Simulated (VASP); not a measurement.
# H (Cmce) in VASP: notebook

The runs below take H through single point, with LDA.

Program: VASP 6.6.1. These are calculated values, not measurements. Logs are shortened: lines on timing, memory, paths and dates and some standing lists are left out, and cuts for length are marked.

## Step 1: The cell of the first run

Symmetry: Cmce, No. 64, orthorhombic system. Conventional cell: a = 5.168 Å, b = 5.057 Å, c = 4.142 Å, α = 90.00°, β = 90.00°, γ = 90.00°. H (site symmetry m) has 1 H at 0.74 Å within 1.0 Å.

## Step 2: Single point, LDA (strain -0.0150 x Voigt [1, 1, 0, 0, 0, 0])

INCAR reads:

```
SYSTEM = H
PREC = Accurate
ENCUT = 520
EDIFF = 1E-6
ISMEAR = 0
SIGMA = 0.05
LREAL = .False.
LASPH = .True.
NELM = 60
ALGO = Normal
ISIF = 2
LWAVE = .False.
LCHARG = .False.
NBANDS = 10
```

KPOINTS reads:

```
Automatic mesh
0
Gamma
  6 6 6
  0 0 0
```

POSCAR reads:

```
H
1.0
    2.5841291592     -2.5284012445      0.0000000000
    2.5841291592      2.5284012445      0.0000000000
    0.0000000000      0.0000000000      4.1418180000
H
4
Direct
    0.9532956300      0.0467043700      0.0685088900
    0.4532956300      0.5467043700      0.4314911100
    0.5467043700      0.4532956300      0.5685088900
    0.0467043700      0.9532956300      0.9314911100
```

Potentials or basis: VASP PAW LDA potentials, release 64 (H).

On the command line:

```bash
> cat potpaw_LDA.64/H/POTCAR > POTCAR
> mpirun -np 1 vasp_std > vasp.out
```

OUTCAR:

```text
SYSTEM = H
   PREC = Accurate
   ENCUT = 520
   EDIFF = 1E-6
   ISMEAR = 0
   LREAL = .False.
   LASPH = .True.
   NELM = 60
   ISIF = 2

 ion  position               nearest neighbor table
   1  0.953  0.047  0.069-   4 0.74
   2  0.453  0.547  0.431-   3 0.74
   3  0.547  0.453  0.569-   2 0.74
   4  0.047  0.953  0.931-   1 0.74

  LATTYP: Found a base centered orthorhombic cell.
 ALAT       =     5.0568024890
 B/A-ratio  =     1.0220407717
 C/A-ratio  =     0.8190586856

  Lattice vectors:

 A1 = (  -2.5841291592,  -2.5284012445,   0.0000000000)
 A2 = (   2.5841291592,  -2.5284012445,   0.0000000000)
 A3 = (   0.0000000000,   0.0000000000,   4.1418180000)

Analysis of symmetry for initial positions (statically):
=====================================================================
 Subroutine PRICEL returns:
 Original cell was already a primitive cell.

 Routine SETGRP: Setting up the symmetry group for a
 base centered orthorhombic supercell.

 Subroutine GETGRP returns: Found  8 space group operations
 (whereof  4 operations were pure point group operations)
 out of a pool of  8 trial point group operations.

The static configuration has the point symmetry C_2h.
 The point group associated with its full space group is D_2h.

Analysis of symmetry for dynamics (positions and initial velocities):
=====================================================================
 Subroutine PRICEL returns:
 Original cell was already a primitive cell.

 Routine SETGRP: Setting up the symmetry group for a
 base centered orthorhombic supercell.

 Subroutine GETGRP returns: Found  8 space group operations
 (whereof  4 operations were pure point group operations)
 out of a pool of  8 trial point group operations.

The dynamic configuration has the point symmetry C_2h.
 The point group associated with its full space group is D_2h.

 Subroutine INISYM returns: Found  8 space group operations
 (whereof  4 operations are pure point group operations),
 and found     1 'primitive' translations

----------------------------------------------------------------------------------------

                                     Primitive cell

  volume of cell :      54.1229

  direct lattice vectors                    reciprocal lattice vectors
     2.584129159 -2.528401244  0.000000000     0.193488781 -0.197753423  0.000000000
     2.584129159  2.528401244  0.000000000     0.193488781  0.197753423  0.000000000
     0.000000000  0.000000000  4.141818000     0.000000000  0.000000000  0.241439870

  length of vectors
     3.615319677  3.615319677  4.141818000     0.276666450  0.276666450  0.241439870

  position of ions in fractional coordinates (direct lattice)
     0.953295630  0.046704370  0.068508890
     0.453295630  0.546704370  0.431491110
     0.546704370  0.453295630  0.568508890
     0.046704370  0.953295630  0.931491110

  ion indices of the primitive-cell ions
   primitive index   ion index
                 1           1
                 2           2
                 3           3
                 4           4

----------------------------------------------------------------------------------------

 KPOINTS: Automatic mesh

Automatic generation of k-mesh.
 Grid dimensions read from file:
 generate k-points for:    6    6    6

 Generating k-lattice:

  Cartesian coordinates                     Fractional coordinates (reciprocal lattice)
     0.032248130 -0.032958904  0.000000000     0.166666667  0.000000000  0.000000000
     0.032248130  0.032958904  0.000000000     0.000000000  0.166666667  0.000000000
     0.000000000  0.000000000  0.040239978     0.000000000  0.000000000  0.166666667

  Length of vectors
     0.046111075  0.046111075  0.040239978

  Shift w.r.t. Gamma in fractional coordinates (k-lattice)
     0.000000000  0.000000000  0.000000000

 Subroutine IBZKPT returns following result:
 ===========================================

 Found     52 irreducible k-points:

 Following reciprocal coordinates:
            Coordinates               Weight
  0.000000  0.000000  0.000000      1.000000
  0.166667  0.000000  0.000000      4.000000
  0.333333  0.000000  0.000000      4.000000
  0.500000 -0.000000  0.000000      2.000000
  0.166667  0.166667  0.000000      2.000000
  0.333333  0.166667  0.000000      4.000000
[... 16 lines left out ...]
  0.333333  0.333333  0.166667      4.000000
  0.500000  0.333333  0.166667      8.000000
 [... further k-points ...]
   k-points           NKPTS =     52   k-points in BZ     NKDIM =     52   number of bands    NBANDS=     10
   number of dos      NEDOS =    301   number of ions     NIONS =      4
   total plane-waves  NPLWV =  25088
   dimension x,y,z NGX =    28 NGY =   28 NGZ =   32
   dimension x,y,z NGXF=    56 NGYF=   56 NGZF=   64
   ions per type =               4
   NGX,Y,Z   is equivalent  to a cutoff of  12.88, 12.88, 12.84 a.u.
   NGXF,Y,Z  is equivalent  to a cutoff of  25.75, 25.75, 25.69 a.u.
 SYSTEM =  H
   PREC   = accura    normal or accurate (medium, high low for compatibility)
   ISTART =      0    job   : 0-new  1-cont  2-samecut
   ICHARG =      2    charge: 1-file 2-atom 10-const
   ISPIN  =      1    spin polarized calculation?
   LNONCOLLINEAR =      F non collinear calculations
   LSORBIT =      F    spin-orbit coupling
   LASPH  =      T    aspherical Exc in radial PAW
   ENCUT  =  520.0 eV  38.22 Ry    6.18 a.u.   6.72  6.72  7.70*2*pi/ulx,y,z
   NELM   =     60;   NELMIN=  2; NELMDL= -5     # of ELM steps
   EDIFF  = 0.1E-05   stopping-criterion for ELM
   LREAL  =      F    real-space projection
   EDIFFG = 0.1E-04   stopping-criterion for IOM
   NSW    =      0    number of steps for IOM
   IBRION =     -1    ionic relax: 0-MD 1-quasi-New 2-CG
   NFREE  =      0    steps in history (QN), initial steepest desc. (CG)
   ISIF   =      2    stress and relaxation
   ISYM   =      2    0-nonsym 1-usesym 2-fastsym
   POTIM  = 0.5000    time-step for ionic-motion
   TEBEG  =    0.0;   TEEND  =   0.0 temperature during run
   PSTRESS=    0.0 pullay stress
   NELECT =       4.0000    total number of electrons
   NUPDOWN=      -1.0000    fix difference up-down
   EMIN   =  10.00;   EMAX   =-10.00  energy-range for DOS
   EFERMI =   0.00;   METHOD = LEGACY
   ISMEAR =     0;   SIGMA  =   0.05  broadening in eV -4-tet -1-fermi 0-gaus
   EFERMI_NEDOS =   21; number of points for ismear=-14 and -15
   IALGO  =     38    algorithm
   IMIX   =      4    mixing-type and parameters
     AMIX     =   0.40;   BMIX     =  1.00
     AMIX_MAG =   1.60;   BMIX_MAG =  1.00
  volume/ion in A,a.u.               =      13.53        91.31
  Fermi-wavevector in a.u.,A,eV,Ry     =   0.687017  1.298275  6.421854  0.471993
  Thomas-Fermi vector in A             =   1.767412
   LORBIT       =      0    0 simple, 1 ext, 2 COOP (PROOUT), +10 PAW based schemes
   GGA     = CA    functional components
   LHFCALC =     F    Hartree Fock is set to
   AEXX    =    0.0000 exact exchange contribution
   IVDW    =     0    specifies the selected vdW correction
   LEPSILON=     F    determine dielectric tensor
   LRPA    =     F    only Hartree local field effects (RPA)
 non-spin polarized calculation
 Gauss-broadening in eV      SIGMA  =   0.05
  energy-cutoff  :      520.00
  volume of cell :       54.12
 maximum number of plane-waves:      1475
   NGX = 13   NGY = 13   NGZ = 15

 number of electron       4.0000000 magnetization

 Free energy of the ion-electron system (eV)
  ---------------------------------------------------
  ext. energy  EPLUGINS =         0.00000000
  ---------------------------------------------------
  free energy    TOTEN  =       -13.49773856 eV

  energy without entropy =      -13.49773856  energy(sigma->0) =      -13.49773856

 E-fermi :  -8.1798     XC(G=0):  -5.4978

 val. band max:       -8.4154683407   @ k =   0.0000   0.0000   0.0000
 cond. band min:       0.2703422771   @ k =   0.5000  -0.0000   0.5000
 fundamental gap:      8.6858106178
 Fermi energy:        -8.1798099305

 k-point     1 :       0.0000    0.0000    0.0000
  band No.  band energies     occupation
      1     -10.4429      2.00000
      2      -8.4155      2.00000
      3       2.4568      0.00000
      4       3.9235      0.00000
      5       4.5601      0.00000
      6       6.4801      0.00000
      7       6.5145      0.00000
      8       8.1158      0.00000
      9      10.5210      0.00000
     10      11.3754      0.00000

 k-point     2 :       0.1667    0.0000    0.0000
  band No.  band energies     occupation
      1     -10.2794      2.00000
      2      -8.4930      2.00000
      3       2.6160      0.00000
      4       3.5378      0.00000
      5       3.6386      0.00000
      6       5.8809      0.00000
      7       7.2135      0.00000
      8       9.3784      0.00000
      9      10.8115      0.00000
     10      11.2491      0.00000

 k-point     3 :       0.3333    0.0000    0.0000
  band No.  band energies     occupation
      1      -9.8370      2.00000
      2      -8.7689      2.00000
      3       2.2698      0.00000
      4       2.3673      0.00000
      5       3.9016      0.00000
      6       6.0818      0.00000
      7       7.9665      0.00000
      8       8.3844      0.00000
      9      10.1848      0.00000
     10      11.8013      0.00000
[... 248 lines left out ...]
 k-point    23 :       0.3333    0.3333    0.1667
  band No.  band energies     occupation
      1      -9.3824      2.00000
      2      -8.7667      2.00000
      3       1.3737      0.00000
      4       2.1043      0.00000
      5       3.0509      0.00000
      6       6.3717      0.00000
      7       6.6673      0.00000
      8       8.2604      0.00000
      9      10.0757      0.00000
     10      10.0777      0.00000

 k-point    24 :       0.5000    0.3333    0.1667
  band No.  band energies     occupation
      1      -9.0758      2.00000
      2      -8.9391      2.00000
      3       1.0575      0.00000
      4       1.8449      0.00000
      5       3.8439      0.00000
      6       5.0540      0.00000
      7       7.3617      0.00000
      8       8.4985      0.00000
      9       8.9263      0.00000
     10       9.3243      0.00000

 [... further k-points ...]

------------------------ aborting loop because EDIFF is reached ----------------------------------------

  FORCE on cell =-STRESS in cart. coord.  units (eV):
  Direction    XX          YY          ZZ          XY          YZ          ZX
  --------------------------------------------------------------------------------------
  -------------------------------------------------------------------------------------
  Total       -0.2462439      0.3817680      0.7050190      0.0000000      0.0000000      0.0000000
  in kB       -7.2894524     11.3013131     20.8703722      0.0000000      0.0000000      0.0000000
  external PRESSURE =       8.2940776 kB  Pullay stress =       0.0000000 kB

 VOLUME and BASIS-vectors are now :
 -----------------------------------------------------------------------------
  energy-cutoff  :      520.00
  volume of cell :       54.12
      direct lattice vectors                 reciprocal lattice vectors
     2.584129159 -2.528401244  0.000000000     0.193488781 -0.197753423  0.000000000
     2.584129159  2.528401244  0.000000000     0.193488781  0.197753423  0.000000000
     0.000000000  0.000000000  4.141818000     0.000000000  0.000000000  0.241439870

 POSITION                                       TOTAL-FORCE (eV/Angst)
 -----------------------------------------------------------------------------------
      2.58413     -2.29223      0.28375         0.000000      0.705387      0.846879
      2.58413      0.23617      1.78716         0.000000      0.705387     -0.846879
      2.58413     -0.23617      2.35466         0.000000     -0.705387      0.846879
      2.58413      2.29223      3.85807         0.000000     -0.705387     -0.846879
 -----------------------------------------------------------------------------------
    total drift:                                0.000000     -0.000000     -0.000000

  FREE ENERGIE OF THE ION-ELECTRON SYSTEM (eV)
  ---------------------------------------------------
  free  energy   TOTEN  =       -13.4977385565 eV

  energy  without entropy=      -13.4977385565  energy(sigma->0) =      -13.49773856
```

Run time: 29 s. Hardware: 1 thread of Intel Xeon 8259CL, shared host; peak memory 0.14 GiB.

What came out:

| Property | Result |
| --- | --- |
| Free energy | -13.4977 eV |
| Pressure | 0.8 GPa |
| Largest force | 1.102 eV/Å |
| Band gap on the k mesh | 8.69 eV (least direct gap 9.38 eV) |

Forces in eV/Å, atoms in the order of the input:
```
H    0.000  0.705  0.847
H    0.000  0.705 -0.847
H    0.000 -0.705  0.847
H    0.000 -0.705 -0.847
```

Stress tensor (GPa, compression positive):
```
-0.73  0.00  0.00
 0.00  1.13  0.00
 0.00  0.00  2.09
```

Levels at points of the mesh, in eV from the valence-band top:
```tsv
k point	band 1	band 2	band 3	band 4	band 5
(0.00, 0.00, 0.00)	-2.03	0.00	10.87	12.34	12.98
(0.50, 0.00, 0.00)	-0.85	-0.85	10.35	10.35	13.51
(0.50, 0.50, 0.00)	-0.63	-0.45	9.11	9.85	13.97
(0.00, 0.00, 0.50)	-1.03	-1.03	10.11	10.11	15.43
(0.50, 0.00, 0.50)	-0.69	-0.69	8.69	8.69	15.52
(0.50, 0.50, 0.50)	-0.43	-0.43	10.61	10.61	12.01
```

Caveat: the cell differs from its parent crystal (strain -0.0150 x Voigt [1, 1, 0, 0, 0, 0]); forces of over 1 eV/Å act on the atoms, so gaps and moduli don't describe the material at rest. A k mesh can miss the band edges.

## Step 3: Single point, LDA (strain -0.0050 x Voigt [1, 1, 0, 0, 0, 0])

INCAR reads:

```
SYSTEM = H
  PREC = Accurate
  ENCUT = 520
  EDIFF = 1E-7
  ISMEAR = 0
  SIGMA = 0.05
  LREAL = .FALSE.
  LASPH = .TRUE.
  NELM = 100
  ALGO = Normal
  ISIF = 2
  LWAVE = .FALSE.
  LCHARG = .FALSE.
  GGA = CA
  NBANDS = 10
```

KPOINTS reads:

```
Automatic mesh
0
G
  6 6 6
  0 0 0
```

Changes to POSCAR since step 2:

```diff
@@ -2,4 +2,4 @@
 1.0
-    2.5841291592     -2.5284012445      0.0000000000
-    2.5841291592      2.5284012445      0.0000000000
+    2.6103639730     -2.5540702927      0.0000000000
+    2.6103639730      2.5540702927      0.0000000000
     0.0000000000      0.0000000000      4.1418180000
```

Potentials or basis: VASP PAW LDA potentials, release 64 (H).

On the command line:

```bash
> cat potpaw_LDA.64/H/POTCAR > POTCAR
> mpirun -np 1 vasp_std > vasp.out
```

Wall time 29 s (1 thread of Intel Xeon 8259CL, shared host); peak memory 0.15 GiB.

It converged, with:

| Item | Value |
| --- | --- |
| Free energy | -13.5000 eV |
| Pressure | 0.7 GPa |
| Largest force | 0.983 eV/Å |
| Band gap on the k mesh | 8.69 eV (least direct gap 9.36 eV) |

Forces in eV/Å, atoms in the order of the input:
```
H    0.000  0.632  0.752
H    0.000  0.632 -0.752
H    0.000 -0.632  0.752
H    0.000 -0.632 -0.752
```

Stress tensor (GPa, compression positive):
```
-0.71  0.00  0.00
 0.00  0.93  0.00
 0.00  0.00  1.74
```

Levels at points of the mesh, in eV from the valence-band top:
```
           k point  band 1  band 2  band 3  band 4  band 5
(0.00, 0.00, 0.00)   -1.97    0.00   10.92   12.23   12.83
(0.50, 0.00, 0.00)   -0.83   -0.83   10.32   10.32   13.49
(0.50, 0.50, 0.00)   -0.63   -0.45    9.07    9.81   13.91
(0.00, 0.00, 0.50)   -0.99   -0.99   10.05   10.05   15.28
(0.50, 0.00, 0.50)   -0.67   -0.67    8.69    8.69   15.39
(0.50, 0.50, 0.50)   -0.43   -0.43   10.56   10.56   11.98
```

Caveat: the cell differs from its parent crystal (strain -0.0050 x Voigt [1, 1, 0, 0, 0, 0]).

## Step 4: Single point, LDA (strain +0.0050 x Voigt [1, 1, 0, 0, 0, 0])

INCAR reads:

```
PREC = Accurate
ENCUT = 520
EDIFF = 1E-6
ISMEAR = 0
SIGMA = 0.05
LREAL = F
LASPH = T
NELM = 80
ALGO = Normal
ISIF = 2
LWAVE = F
LCHARG = F
GGA = CA
NBANDS = 10
```

KPOINTS reads:

```
Automatic mesh
0
Gamma
  6 6 6
```

Changes to POSCAR since step 3:

```diff
@@ -2,4 +2,4 @@
 1.0
-    2.6103639730     -2.5540702927      0.0000000000
-    2.6103639730      2.5540702927      0.0000000000
+    2.6365987868     -2.5797393409      0.0000000000
+    2.6365987868      2.5797393409      0.0000000000
     0.0000000000      0.0000000000      4.1418180000
```

On the command line:

```bash
> cat potpaw_LDA.64/H/POTCAR > POTCAR
> mpirun -np 1 vasp_std > vasp.out
```

Wall time 22 s (1 thread of Intel Xeon 8259CL, shared host); peak memory 0.14 GiB.

It converged, with:

```
Free energy            : -13.5015 eV
Pressure               : 0.5 GPa
Largest force          : 0.865 eV/Å
Band gap on the k mesh : 8.69 eV (least direct gap 9.34 eV)
```

Forces in eV/Å, atoms in the order of the input:
```
H    0.000  0.560  0.659
H    0.000  0.560 -0.659
H    0.000 -0.560  0.659
H    0.000 -0.560 -0.659
```

Stress tensor (GPa, compression positive):
```
-0.69  0.00  0.00
 0.00  0.73  0.00
 0.00  0.00  1.41
```

Levels at points of the mesh, in eV from the valence-band top:
```
           k point  band 1  band 2  band 3  band 4  band 5  band 6  band 7
(0.00, 0.00, 0.00)   -1.92    0.00   10.97   12.13   12.69   14.63   14.82
(0.50, 0.00, 0.00)   -0.81   -0.81   10.29   10.29   13.47   13.47   16.69
(0.50, 0.50, 0.00)   -0.63   -0.45    9.02    9.77   13.86   14.79   15.03
(0.00, 0.00, 0.50)   -0.96   -0.96   10.00   10.00   15.14   15.14   16.72
(0.50, 0.00, 0.50)   -0.65   -0.65    8.69    8.69   15.27   15.27   16.59
(0.50, 0.50, 0.50)   -0.42   -0.42   10.51   10.51   11.94   11.94   12.10
```

Caveat: the cell differs from its parent crystal (strain +0.0050 x Voigt [1, 1, 0, 0, 0, 0]). A k mesh can miss the band edges.

## Step 5: Single point, LDA (strain +0.0100 x Voigt [1, 1, 0, 0, 0, 0])

INCAR reads:

```
PREC     = Accurate       # precision mode
ENCUT    = 520            # plane-wave cutoff, eV
EDIFF    = 1E-7           # SCF threshold, eV
ISMEAR   = 0              # smearing method
SIGMA    = 0.05           # smearing width, eV
LREAL    = F              # projectors in reciprocal space
LASPH    = T              # aspherical terms in the spheres
NELM     = 60             # most SCF steps
ALGO     = Normal         # electronic algorithm
ISIF     = 2              # what is computed and relaxed
LWAVE    = F              # write WAVECAR
LCHARG   = F              # write CHGCAR
GGA      = CA             # functional
NBANDS   = 10             # bands
```

KPOINTS reads:

```
regular mesh
0
Gamma
  6 6 6
```

Changes to POSCAR since step 4:

```diff
@@ -2,4 +2,4 @@
 1.0
-    2.6365987868     -2.5797393409      0.0000000000
-    2.6365987868      2.5797393409      0.0000000000
+    2.6497161937     -2.5925738650      0.0000000000
+    2.6497161937      2.5925738650      0.0000000000
     0.0000000000      0.0000000000      4.1418180000
```

On the command line:

```bash
> cat potpaw_LDA.64/H/POTCAR > POTCAR
> mpirun -np 1 vasp_std > vasp.out
```

It took 20 s on 1 thread of Intel Xeon 8259CL, shared host; peak memory 0.15 GiB.

It converged, with:

| Quantity | Value |
| --- | --- |
| Free energy | -13.5021 eV |
| Pressure | 0.4 GPa |
| Largest force | 0.806 eV/Å |
| Band gap on the k mesh | 8.69 eV (least direct gap 9.34 eV) |

Forces on the atoms (eV/Å):
```
H    0.000  0.523  0.613
H    0.000  0.523 -0.613
H    0.000 -0.523  0.613
H    0.000 -0.523 -0.613
```

Stress tensor (GPa, compression positive):
```
-0.68  0.00  0.00
 0.00  0.63  0.00
 0.00  0.00  1.25
```

Levels at points of the mesh, in eV from the valence-band top:
| k point | band 1 | band 2 | band 3 | band 4 | band 5 |
| --- | --- | --- | --- | --- | --- |
| (0.00, 0.00, 0.00) | -1.89 | 0.00 | 10.99 | 12.08 | 12.63 |
| (0.50, 0.00, 0.00) | -0.80 | -0.80 | 10.27 | 10.27 | 13.45 |
| (0.50, 0.50, 0.00) | -0.62 | -0.45 | 9.00 | 9.75 | 13.83 |
| (0.00, 0.00, 0.50) | -0.94 | -0.94 | 9.97 | 9.97 | 15.07 |
| (0.50, 0.00, 0.50) | -0.65 | -0.65 | 8.69 | 8.69 | 15.21 |
| (0.50, 0.50, 0.50) | -0.42 | -0.42 | 10.49 | 10.49 | 11.92 |

Caveat: the cell differs from its parent crystal (strain +0.0100 x Voigt [1, 1, 0, 0, 0, 0]).

## Step 6: The runs side by side

| cell | gap on the mesh (eV) | pressure (GPa) | largest force (eV/Å) |
| --- | --- | --- | --- |
| a = 3.615, b = 3.615, c = 4.142 Å, angles 90.0, 90.0, 88.8°, 4 atoms | 8.69 | 0.8 | 1.10 |
| a = 3.652, b = 3.652, c = 4.142 Å, angles 90.0, 90.0, 88.8°, 4 atoms | 8.69 | 0.7 | 0.98 |
| a = 3.689, b = 3.689, c = 4.142 Å, angles 90.0, 90.0, 88.8°, 4 atoms | 8.69 | 0.5 | 0.86 |
| a = 3.707, b = 3.707, c = 4.142 Å, angles 90.0, 90.0, 88.8°, 4 atoms | 8.69 | 0.4 | 0.81 |

Alike in all rows: task single point; level LDA; potentials or basis VASP PAW LDA potentials, release 64 (H); no spin polarisation; k mesh 6 × 6 × 6; cutoff (eV) 520; smearing gaussian 0.05 eV.

Caveats: forces of over 1 eV/Å act on the atoms, so gaps and moduli don't describe the material at rest (at least some runs).

Absolute energies hang on the potentials; compare differences alone.
